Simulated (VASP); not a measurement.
BeAl:

```
Be Al
1.0
     2.70502    0.00000    0.00000
    -1.35251    2.34261    0.00000
     0.00000    0.00000    4.80613
Be Al
1 1
Direct
  0.00000 0.00000 0.50000
  0.00000 0.00000 0.00000
```

The cell was generated, and may not be a known phase.

| Item | Value |
| --- | --- |
| Program | VASP 6.6.1 |
| Task | relaxation of cell and atoms |
| Functional | PBE |
| Potentials or basis | VASP PAW PBE potentials, release 64 (Be, Al) |
| Cutoff | 600 eV |
| k mesh | 24 × 24 × 12 |
| Occupations | gaussian, width 0.1 eV |
| Spin | no spin polarisation |

At the start: pressure -0.9 GPa; volume 15.23 Å³/atom.

Question: Where does the relaxation end?

Answer: Over 8 steps the energy falls by 71.1 meV/atom and the volume is 14.99 Å³/atom (-1.6 %); space group P6/mmm (No. 191, to 0.1 Å) before and after.

The path:
| step | energy change (eV) | largest force (eV/Å) | pressure (GPa) | volume (Å³) |
| --- | --- | --- | --- | --- |
| 1 | 0.0000 | 0.0000 | -0.94 | 30.46 |
| 2 | -0.0748 | 0.0000 | -1.00 | 30.03 |
| 3 | -0.1186 | 0.0000 | 4.16 | 28.81 |
| 4 | -0.1364 | 0.0000 | 1.04 | 29.35 |
| 5 | -0.1378 | 0.0000 | 1.68 | 29.22 |
| 6 | -0.1420 | 0.0000 | -0.22 | 30.05 |
| 7 | -0.1420 | 0.0000 | -0.09 | 29.99 |
| 8 | -0.1421 | 0.0000 | 0.00 | 29.98 |

Final structure:
```cif
data_structure
_symmetry_space_group_name_H-M 'P 1'
_symmetry_Int_Tables_number 1
_cell_length_a 2.5569
_cell_length_b 2.5569
_cell_length_c 5.2945
_cell_angle_alpha 90.000
_cell_angle_beta 90.000
_cell_angle_gamma 120.000
_cell_volume 29.98
loop_
_atom_site_label
_atom_site_type_symbol
_atom_site_fract_x
_atom_site_fract_y
_atom_site_fract_z
_atom_site_occupancy
Be1 Be 0.00000 0.00000 0.50000 1
Al1 Al 0.00000 0.00000 0.00000 1
```
